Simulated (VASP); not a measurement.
**Si2W: single point with PBEsol**

The system is Si2W.

```
Si W
1.0
     4.61685    0.00000    0.00000
    -2.30843    3.99831    0.00000
     0.00000    0.00000    6.65322
Si W
6 3
Direct
  0.83637 0.67275 0.50000
  0.16363 0.83637 0.83333
  0.67275 0.83637 0.16667
  0.16363 0.32725 0.50000
  0.83637 0.16363 0.83333
  0.32725 0.16363 0.16667
  0.00000 0.50000 0.16667
  0.50000 0.50000 0.83333
  0.50000 0.00000 0.50000
```

```
Program             : VASP 6.6.1
Task                : single point
Functional          : PBEsol
Potentials or basis : VASP PAW PBE potentials, release 64 (Si, W_sv)
Cutoff              : 520 eV
k mesh              : 6 × 6 × 4
Occupations         : gaussian, width 0.1 eV
Spin                : no spin polarisation
```

- Pressure: -5.3 GPa
- Largest force: 0.034 eV/Å
- Band gap on the k mesh: 0.01 eV (least direct gap 0.63 eV)

Forces in eV/Å, atoms in the order of the input:
```
Si   0.000 -0.034  0.000
Si   0.030 -0.017  0.000
Si  -0.030 -0.017  0.000
Si   0.000  0.034  0.000
Si  -0.030  0.017  0.000
Si   0.030  0.017  0.000
W    0.000  0.000  0.000
W    0.000  0.000  0.000
W    0.000  0.000  0.000
```

Levels at points of the mesh, in eV from the valence-band top:
```csv
k point,band 29,band 30,band 31,band 32,band 33,band 34,band 35,band 36,band 37,band 38
"(0.00, 0.00, 0.00)",-3.38,-3.38,-3.03,-2.59,-0.95,2.17,2.17,2.25,2.30,2.57
"(0.50, 0.00, 0.00)",-2.44,-2.29,-1.66,-1.19,-0.66,0.01,0.77,0.88,0.96,1.81
"(0.00, 0.00, 0.50)",-2.74,-2.74,-2.61,-0.74,-0.74,1.72,1.99,1.99,2.22,2.40
"(0.50, 0.00, 0.50)",-3.22,-2.97,-2.10,-1.28,0.00,0.63,1.02,1.23,1.41,1.77
```

Wall time 76 s on 1 thread of Intel(R) Xeon(R) Platinum 8488C (Sapphire Rapids), with other jobs on the host, peak memory 0.28 GiB.

Caveat: the cell stands under tension; the PAW data sets were made with another functional, which shifts forces and pressure a little; spin-orbit coupling is left out, which moves the levels of the heavy elements. A k mesh can miss the band edges.
